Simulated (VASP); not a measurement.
# Pd (Fm-3m) in VASP: notebook, part 2 of 2

VASP 6.6.1. The steps go on from the part before.

## (5) Single point, LDA (15.30 Å³/atom)

This run uses another cell than the first one, of 15.30 Å³/atom.

The input, INCAR:

```
ALGO = Normal
EDIFF = 1E-6
ENCUT = 520
ISIF = 2
ISMEAR = -1
LASPH = T
LCHARG = T
LELF = T
LREAL = F
LVHAR = T
LWAVE = F
NBANDS = 11
NELM = 80
PREC = Accurate
SIGMA = 0.05
```

The input, KPOINTS:

```
k-points
0
Gamma
  18 18 18
```

The input, POSCAR:

```
Pd
1.0
    0.0000000000      1.9704937245      1.9704937245
    1.9704937245      0.0000000000      1.9704937245
    1.9704937245      1.9704937245      0.0000000000
Pd
1
Direct
    0.0000000000      0.0000000000      0.0000000000
```

Potentials or basis: VASP PAW LDA potentials, release 64 (Pd).

On the command line:

```console
cat potpaw_LDA.64/Pd/POTCAR > POTCAR
mpirun -np 1 vasp_std > vasp.out
```

OUTCAR:

```text
EDIFF = 1E-6
   ENCUT = 520
   ISIF = 2
   ISMEAR = -1
   LASPH = T
   LREAL = F
   NELM = 80
   PREC = Accurate

 ion  position               nearest neighbor table
   1  0.000  0.000  0.000-

  LATTYP: Found a face centered cubic cell.
 ALAT       =     3.9409874490

  Lattice vectors:

 A1 = (   0.0000000000,   1.9704937245,   1.9704937245)
 A2 = (   1.9704937245,   0.0000000000,   1.9704937245)
 A3 = (   1.9704937245,   1.9704937245,   0.0000000000)

Analysis of symmetry for initial positions (statically):
=====================================================================
 Subroutine PRICEL returns:
 Original cell was already a primitive cell.

 Routine SETGRP: Setting up the symmetry group for a
 face centered cubic supercell.

 Subroutine GETGRP returns: Found 48 space group operations
 (whereof 48 operations were pure point group operations)
 out of a pool of 48 trial point group operations.

The static configuration has the point symmetry O_h .

Analysis of symmetry for dynamics (positions and initial velocities):
=====================================================================
 Subroutine PRICEL returns:
 Original cell was already a primitive cell.

 Routine SETGRP: Setting up the symmetry group for a
 face centered cubic supercell.

 Subroutine GETGRP returns: Found 48 space group operations
 (whereof 48 operations were pure point group operations)
 out of a pool of 48 trial point group operations.

The dynamic configuration has the point symmetry O_h .

 Subroutine INISYM returns: Found 48 space group operations
 (whereof 48 operations are pure point group operations),
 and found     1 'primitive' translations

----------------------------------------------------------------------------------------

                                     Primitive cell

  volume of cell :      15.3022

  direct lattice vectors                    reciprocal lattice vectors
     0.000000000  1.970493725  1.970493725    -0.253743513  0.253743513  0.253743513
     1.970493725  0.000000000  1.970493725     0.253743513 -0.253743513  0.253743513
     1.970493725  1.970493725  0.000000000     0.253743513  0.253743513 -0.253743513

  length of vectors
     2.786698950  2.786698950  2.786698950     0.439496657  0.439496657  0.439496657

  position of ions in fractional coordinates (direct lattice)
     0.000000000  0.000000000  0.000000000

  ion indices of the primitive-cell ions
   primitive index   ion index
                 1           1

----------------------------------------------------------------------------------------

 KPOINTS: k-points

Automatic generation of k-mesh.
 Grid dimensions read from file:
 generate k-points for:   18   18   18

 Generating k-lattice:

  Cartesian coordinates                     Fractional coordinates (reciprocal lattice)
    -0.014096862  0.014096862  0.014096862     0.055555556  0.000000000  0.000000000
     0.014096862 -0.014096862  0.014096862     0.000000000  0.055555556  0.000000000
     0.014096862  0.014096862 -0.014096862     0.000000000  0.000000000  0.055555556

  Length of vectors
     0.024416481  0.024416481  0.024416481

  Shift w.r.t. Gamma in fractional coordinates (k-lattice)
     0.000000000  0.000000000  0.000000000

 Subroutine IBZKPT returns following result:
 ===========================================

 Found    195 irreducible k-points:

 Following reciprocal coordinates:
            Coordinates               Weight
  0.000000  0.000000  0.000000      1.000000
  0.055556  0.000000  0.000000      8.000000
  0.111111  0.000000  0.000000      8.000000
  0.166667  0.000000  0.000000      8.000000
  0.222222  0.000000  0.000000      8.000000
  0.277778  0.000000  0.000000      8.000000
[... 16 lines left out ...]
 -0.277778  0.055556  0.000000     24.000000
 -0.222222  0.055556  0.000000     24.000000
 [... further k-points ...]
   k-points           NKPTS =    195   k-points in BZ     NKDIM =    195   number of bands    NBANDS=     11
   number of dos      NEDOS =    301   number of ions     NIONS =      1
   total plane-waves  NPLWV =  13824
   dimension x,y,z NGX =    24 NGY =   24 NGZ =   24
   dimension x,y,z NGXF=    48 NGYF=   48 NGZF=   48
   ions per type =               1
   NGX,Y,Z   is equivalent  to a cutoff of  14.32, 14.32, 14.32 a.u.
   NGXF,Y,Z  is equivalent  to a cutoff of  28.64, 28.64, 28.64 a.u.
 SYSTEM =  unknown system
   PREC   = accura    normal or accurate (medium, high low for compatibility)
   ISTART =      0    job   : 0-new  1-cont  2-samecut
   ICHARG =      2    charge: 1-file 2-atom 10-const
   ISPIN  =      1    spin polarized calculation?
   LNONCOLLINEAR =      F non collinear calculations
   LSORBIT =      F    spin-orbit coupling
   LASPH  =      T    aspherical Exc in radial PAW
   ENCUT  =  520.0 eV  38.22 Ry    6.18 a.u.   5.18  5.18  5.18*2*pi/ulx,y,z
   NELM   =     80;   NELMIN=  2; NELMDL= -5     # of ELM steps
   EDIFF  = 0.1E-05   stopping-criterion for ELM
   LREAL  =      F    real-space projection
   EDIFFG = 0.1E-04   stopping-criterion for IOM
   NSW    =      0    number of steps for IOM
   IBRION =     -1    ionic relax: 0-MD 1-quasi-New 2-CG
   NFREE  =      0    steps in history (QN), initial steepest desc. (CG)
   ISIF   =      2    stress and relaxation
   ISYM   =      2    0-nonsym 1-usesym 2-fastsym
   POTIM  = 0.5000    time-step for ionic-motion
   TEBEG  =    0.0;   TEEND  =   0.0 temperature during run
   PSTRESS=    0.0 pullay stress
   NELECT =      10.0000    total number of electrons
   NUPDOWN=      -1.0000    fix difference up-down
   EMIN   =  10.00;   EMAX   =-10.00  energy-range for DOS
   EFERMI =   0.00;   METHOD = LEGACY
   ISMEAR =    -1;   SIGMA  =   0.05  broadening in eV -4-tet -1-fermi 0-gaus
   EFERMI_NEDOS =   21; number of points for ismear=-14 and -15
   IALGO  =     38    algorithm
   IMIX   =      4    mixing-type and parameters
     AMIX     =   0.40;   BMIX     =  1.00
     AMIX_MAG =   1.60;   BMIX_MAG =  1.00
  volume/ion in A,a.u.               =      15.30       103.26
  Fermi-wavevector in a.u.,A,eV,Ry     =   1.420659  2.684656 27.460249  2.018271
  Thomas-Fermi vector in A             =   2.541551
   LORBIT       =      0    0 simple, 1 ext, 2 COOP (PROOUT), +10 PAW based schemes
   GGA     = CA    functional components
   LHFCALC =     F    Hartree Fock is set to
   AEXX    =    0.0000 exact exchange contribution
   IVDW    =     0    specifies the selected vdW correction
   LEPSILON=     F    determine dielectric tensor
   LRPA    =     F    only Hartree local field effects (RPA)
 non-spin polarized calculation
  energy-cutoff  :      520.00
  volume of cell :       15.30
 maximum number of plane-waves:       424
 NGX is ok and might be reduce to    24
   NGX = 11   NGY = 11   NGZ = 11

 number of electron      10.0000000 magnetization

 Free energy of the ion-electron system (eV)
  ---------------------------------------------------
  ext. energy  EPLUGINS =         0.00000000
  ---------------------------------------------------
  free energy    TOTEN  =        -6.45283386 eV

  energy without entropy =       -6.43373300  energy(sigma->0) =       -6.44328343

 E-fermi :   8.9760     XC(G=0): -13.2939

 val. band max:        8.9754191180   @ k =  -0.3889   0.3889   0.0556
 cond. band min:       8.9790248885   @ k =  -0.4444   0.3333   0.0000
 fundamental gap:      0.0036057705
 Fermi energy:         8.9759701064

 k-point     1 :       0.0000    0.0000    0.0000
  band No.  band energies     occupation
      1       2.0190      2.00000
      2       6.2664      2.00000
      3       6.2664      2.00000
      4       6.2664      2.00000
      5       7.8175      2.00000
      6       7.8175      2.00000
      7      26.0878      0.00000
      8      30.5937      0.00000
      9      30.5937      0.00000
     10      30.5937      0.00000
     11      34.8704      0.00000
[... 309 lines left out ...]
 k-point    24 :      -0.2222    0.0556    0.0000
  band No.  band energies     occupation
      1       3.7007      2.00000
      2       6.0509      2.00000
      3       6.5825      2.00000
      4       6.6145      2.00000
      5       7.7025      2.00000
      6       8.1998      2.00000
      7      23.5301      0.00000
      8      27.0441      0.00000
      9      30.6142      0.00000
     10      33.1014      0.00000
     11      33.4210      0.00000

 [... further k-points ...]

------------------------ aborting loop because EDIFF is reached ----------------------------------------

  FORCE on cell =-STRESS in cart. coord.  units (eV):
  Direction    XX          YY          ZZ          XY          YZ          ZX
  --------------------------------------------------------------------------------------
  -------------------------------------------------------------------------------------
  Total       -1.3554162     -1.3554162     -1.3554162      0.0000000      0.0000000      0.0000000
  in kB     -141.9149275   -141.9149275   -141.9149275      0.0000000      0.0000000      0.0000000
  external PRESSURE =    -141.9149275 kB  Pullay stress =       0.0000000 kB

 VOLUME and BASIS-vectors are now :
 -----------------------------------------------------------------------------
  energy-cutoff  :      520.00
  volume of cell :       15.30
      direct lattice vectors                 reciprocal lattice vectors
     0.000000000  1.970493725  1.970493725    -0.253743513  0.253743513  0.253743513
     1.970493725  0.000000000  1.970493725     0.253743513 -0.253743513  0.253743513
     1.970493725  1.970493725  0.000000000     0.253743513  0.253743513 -0.253743513

 POSITION                                       TOTAL-FORCE (eV/Angst)
 -----------------------------------------------------------------------------------
      0.00000      0.00000      0.00000         0.000000      0.000000      0.000000
 -----------------------------------------------------------------------------------
    total drift:                               -0.000000      0.000000      0.000000

  FREE ENERGIE OF THE ION-ELECTRON SYSTEM (eV)
  ---------------------------------------------------
  free  energy   TOTEN  =        -6.4528338586 eV

  energy  without entropy=       -6.4337330015  energy(sigma->0) =       -6.44328343
```

OSZICAR:

```text
N       E                     dE             d eps       ncg     rms          rms(c)
DAV:   1     0.408683822912E+02    0.40868E+02   -0.50827E+03  4322   0.845E+02
DAV:   2    -0.623186674916E+01   -0.47100E+02   -0.45235E+02  4805   0.182E+02
DAV:   3    -0.678302637643E+01   -0.55116E+00   -0.54897E+00  5148   0.210E+01
DAV:   4    -0.678550130297E+01   -0.24749E-02   -0.24746E-02  5169   0.147E+00
DAV:   5    -0.678552883760E+01   -0.27535E-04   -0.27535E-04  5686   0.141E-01    0.734E+00
DAV:   6    -0.646642218075E+01    0.31911E+00   -0.14661E+00  5274   0.958E+00    0.341E+00
DAV:   7    -0.645733139344E+01    0.90908E-02   -0.17660E-02  5404   0.850E-01    0.187E+00
DAV:   8    -0.645283827781E+01    0.44931E-02   -0.12144E-03  5329   0.321E-01    0.577E-02
DAV:   9    -0.645283172354E+01    0.65543E-05   -0.96305E-05  6135   0.796E-02    0.142E-02
DAV:  10    -0.645283393254E+01   -0.22090E-05   -0.31335E-06  5336   0.180E-02    0.630E-03
DAV:  11    -0.645283385865E+01    0.73893E-07   -0.45586E-08  3480   0.174E-03
   1 F= -.64528339E+01 E0= -.64432834E+01  d E =-.191009E-01
```

It took 16 s on 1 thread of Intel Xeon Platinum 8375C at 2.90GHz (Ice Lake), shared host; peak memory 0.15 GiB.

What came out:

* Free energy: -6.4528 eV
* Pressure: -14.2 GPa
* Band gap on the k mesh: zero (bands 5 and 6 overlap by 1.49 eV)

Caveat: the cell stands under tension.

## (6) Single point, LDA (14.13 Å³/atom)

This run uses another cell than the first one, of 14.13 Å³/atom.

The input, INCAR:

```
  PREC = Accurate
  ENCUT = 520
  EDIFF = 1E-6
  ISMEAR = -1
  SIGMA = 0.05
  LREAL = F
  LASPH = T
  NELM = 60
  ALGO = Normal
  ISIF = 2
  LWAVE = F
  LCHARG = T
  LELF = T
  LVHAR = T
  NBANDS = 11
```

The input, KPOINTS:

```
Automatic mesh
0
Gamma
  18 18 18
```

The input, POSCAR:

```
Pd
1.0
    0.0000000000      1.9186143454      1.9186143454
    1.9186143454      0.0000000000      1.9186143454
    1.9186143454      1.9186143454      0.0000000000
Pd
1
Direct
    0.0000000000      0.0000000000      0.0000000000
```

Potentials or basis: VASP PAW LDA potentials, release 64 (Pd).

On the command line:

```console
cat potpaw_LDA.64/Pd/POTCAR > POTCAR
mpirun -np 1 vasp_std > vasp.out
```

Run time: 22 s. Hardware: 1 thread of Intel Xeon 8259CL, shared host; peak memory 0.14 GiB.

It converged, with:

```
Free energy            : -6.5068 eV
Pressure               : 0.6 GPa
Band gap on the k mesh : zero (bands 5 and 6 overlap by 1.71 eV)
```

Levels at points of the mesh, in eV from the Fermi level:
| k point | band 1 | band 2 | band 3 | band 4 | band 5 | band 6 | band 7 | band 8 | band 9 | band 10 |
| --- | --- | --- | --- | --- | --- | --- | --- | --- | --- | --- |
| (0.00, 0.00, 0.00) | -7.59 | -3.08 | -3.08 | -3.08 | -1.32 | -1.32 | 17.13 | 22.10 | 22.10 | 22.10 |
| (0.50, 0.00, 0.00) | -5.72 | -3.13 | -3.13 | -0.02 | -0.02 | 0.84 | 7.60 | 16.51 | 21.33 | 21.33 |
| (0.50, 0.50, 0.00) | -5.82 | -5.52 | -0.04 | 0.32 | 0.32 | 3.24 | 11.17 | 13.29 | 13.29 | 22.15 |

## (7) The runs side by side

| cell | gap on the mesh (eV) | pressure (GPa) |
| --- | --- | --- |
| a = 2.694 Å, angles 60.0°, 1 atom | none | 5.8 |
| a = 2.732 Å, angles 60.0°, 1 atom | none | -3.8 |
| a = 2.760 Å, angles 60.0°, 1 atom | none | -9.5 |
| a = 2.787 Å, angles 60.0°, 1 atom | none | -14.2 |
| a = 2.713 Å, angles 60.0°, 1 atom | none | 0.6 |

Alike in all rows: task single point; level LDA; potentials or basis VASP PAW LDA potentials, release 64 (Pd); no spin polarisation; k mesh 18 × 18 × 18; cutoff (eV) 520; smearing fermi-dirac 0.05 eV.

Caveats: the cell stands under tension (at least some runs); the cell stands under pressure (at least some runs).

Absolute energies hang on the potentials; compare differences alone.
